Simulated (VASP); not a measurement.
# Ge (I4_1/amd) in VASP: notebook, part 2 of 2

VASP 6.6.1.

## (3) Single point, PBEsol (strain +0.000 along x and y, -0.025 along z)

INCAR reads:

```
PREC = Accurate
ENCUT = 520
EDIFF = 1E-6
ISMEAR = 0
SIGMA = 0.15
LREAL = False
LASPH = True
NELM = 60
ALGO = Normal
ISIF = 2
LWAVE = False
LCHARG = False
GGA = PS
NBANDS = 21
```

KPOINTS reads:

```
regular mesh
0
Gamma
  20 20 20
```

POSCAR reads:

```
Ge
1.0
   -2.5744897190      2.5744897190      1.3624773271
    2.5744897190     -2.5744897190      1.3624773271
    2.5744897190      2.5744897190     -1.3624773271
Ge
2
Direct
    0.2500000000      0.7500000000      0.5000000000
    0.5000000000      0.5000000000      0.0000000000
```

Potentials or basis: VASP PAW PBE potentials, release 64 (Ge_d).

The run is started by

```console
> cat potpaw_PBE.64/Ge_d/POTCAR > POTCAR
> mpirun -np 1 vasp_std > vasp.out
```

OUTCAR:

```text
PREC = Accurate
   ENCUT = 520
   EDIFF = 1E-6
   ISMEAR = 0
   LREAL = False
   LASPH = True
   NELM = 60
   ISIF = 2
   GGA = PS

 ion  position               nearest neighbor table
   1  0.250  0.750  0.500-   2 2.66   2 2.66   2 2.66   2 2.66
   2  0.500  0.500  0.000-   1 2.66   1 2.66   1 2.66   1 2.66

  LATTYP: Found a body centered tetragonal cell.
 ALAT       =     5.1489794380
 C/A-ratio  =     0.5292222832

  Lattice vectors:

 A1 = (  -2.5744897190,   2.5744897190,   1.3624773271)
 A2 = (   2.5744897190,  -2.5744897190,   1.3624773271)
 A3 = (   2.5744897190,   2.5744897190,  -1.3624773271)

Analysis of symmetry for initial positions (statically):
=====================================================================
 Subroutine PRICEL returns:
 Original cell was already a primitive cell.

 Routine SETGRP: Setting up the symmetry group for a
 body centered tetragonal supercell.

 Subroutine GETGRP returns: Found 16 space group operations
 (whereof  8 operations were pure point group operations)
 out of a pool of 16 trial point group operations.

The static configuration has the point symmetry D_2d.
 The point group associated with its full space group is D_4h.

[... 158 lines left out ...]
  free energy    TOTEN  =        -9.53041786 eV

  energy without entropy =       -9.52184851  energy(sigma->0) =       -9.52613319

 E-fermi :   6.9230     XC(G=0): -11.5976

 val. band max:        6.9226547404   @ k =   0.4500   0.1500   0.0500
 cond. band min:       6.9266823790   @ k =  -0.2000   0.4500   0.1500
 fundamental gap:      0.0040276386
 Fermi energy:         6.9229792107

 k-point     1 :       0.0000    0.0000    0.0000
  band No.  band energies     occupation
      1     -17.7516      2.00000
      2     -17.7221      2.00000
      3     -17.6894      2.00000
      4     -17.6739      2.00000
      5     -17.5525      2.00000
      6     -17.5525      2.00000
[... 565 lines left out ...]
     20      15.8293      0.00000
     21      17.9267      0.00000

 [... further k-points ...]

------------------------ aborting loop because EDIFF is reached ----------------------------------------

  FORCE on cell =-STRESS in cart. coord.  units (eV):
  Direction    XX          YY          ZZ          XY          YZ          ZX
  --------------------------------------------------------------------------------------
  -------------------------------------------------------------------------------------
  Total        0.0785418      0.0785418      0.7486418      0.0000000      0.0000000      0.0000000
  in kB        3.4836938      3.4836938     33.2057334      0.0000000      0.0000000      0.0000000
  external PRESSURE =      13.3910404 kB  Pullay stress =       0.0000000 kB

 VOLUME and BASIS-vectors are now :
 -----------------------------------------------------------------------------
  energy-cutoff  :      520.00
  volume of cell :       36.12
      direct lattice vectors                 reciprocal lattice vectors
    -2.574489719  2.574489719  1.362477327     0.000000000  0.194213244  0.366978584
     2.574489719 -2.574489719  1.362477327     0.194213244  0.000000000  0.366978584
     2.574489719  2.574489719 -1.362477327     0.194213244  0.194213244  0.000000000

 POSITION                                       TOTAL-FORCE (eV/Angst)
 -----------------------------------------------------------------------------------
      2.57449      0.00000      0.68124        -0.000000     -0.000000      0.000000
      0.00000      0.00000      1.36248         0.000000      0.000000     -0.000000
 -----------------------------------------------------------------------------------
    total drift:                                0.000000     -0.000000      0.000000

  FREE ENERGIE OF THE ION-ELECTRON SYSTEM (eV)
  ---------------------------------------------------
  free  energy   TOTEN  =        -9.5304178588 eV

  energy  without entropy=       -9.5218485139  energy(sigma->0) =       -9.52613319
```

OSZICAR:

```text
N       E                     dE             d eps       ncg     rms          rms(c)
DAV:   1     0.172536193243E+03    0.17254E+03   -0.14085E+04 30966   0.386E+03
DAV:   2     0.136083246237E+02   -0.15893E+03   -0.15409E+03 27132   0.586E+02
DAV:   3    -0.895854411229E+01   -0.22567E+02   -0.22385E+02 30514   0.131E+02
DAV:   4    -0.956894867010E+01   -0.61040E+00   -0.60998E+00 30467   0.252E+01
DAV:   5    -0.957780303681E+01   -0.88544E-02   -0.88542E-02 30430   0.329E+00    0.225E+00
DAV:   6    -0.954409151846E+01    0.33712E-01   -0.32661E-02 36833   0.324E+00    0.123E+00
DAV:   7    -0.953097931750E+01    0.13112E-01   -0.17226E-02 36847   0.204E+00    0.139E-01
DAV:   8    -0.953041358955E+01    0.56573E-03   -0.22649E-03 32589   0.899E-01    0.473E-02
DAV:   9    -0.953041773854E+01   -0.41490E-05   -0.49787E-05 33851   0.915E-02    0.911E-03
DAV:  10    -0.953041785881E+01   -0.12027E-06   -0.24974E-06 26046   0.211E-02
   1 F= -.95304179E+01 E0= -.95261332E+01  d E =-.856934E-02
```

It took 3.6 min on 1 thread of Intel Xeon 6975P-C (Granite Rapids), shared host; peak memory 0.47 GiB.

Results:

* Free energy: -9.5304 eV
* Pressure: 1.3 GPa
* Band gap on the k mesh: zero (bands 14 and 15 overlap by 5.18 eV)

Stress tensor (GPa, compression positive):
```
0.35 0.00 0.00
0.00 0.35 0.00
0.00 0.00 3.32
```

Levels at points of the mesh, in eV from the Fermi level:
```
           k point  band 10  band 11  band 12  band 13  band 14  band 15  band 16  band 17  band 18  band 19
(0.00, 0.00, 0.00)   -24.35   -13.52    -4.28    -2.52    -2.52     3.10     7.52     7.52     8.84     9.09
(0.50, 0.00, 0.00)   -24.38    -7.88    -6.38    -2.61    -2.16    -1.24     2.50     3.64     5.61     8.75
(0.50, 0.50, 0.00)   -24.43   -10.78   -10.78     0.47     0.47     1.73     1.73     8.22     8.22    12.09
(0.50, 0.50, 0.50)   -24.47    -9.08    -9.08    -6.10    -6.10     6.89     6.89    10.96    10.96    15.72
```

Caveat: the cell differs from its parent crystal (strain +0.000 along x and y, -0.025 along z); the PAW data sets were made with another functional, which shifts forces and pressure a little.
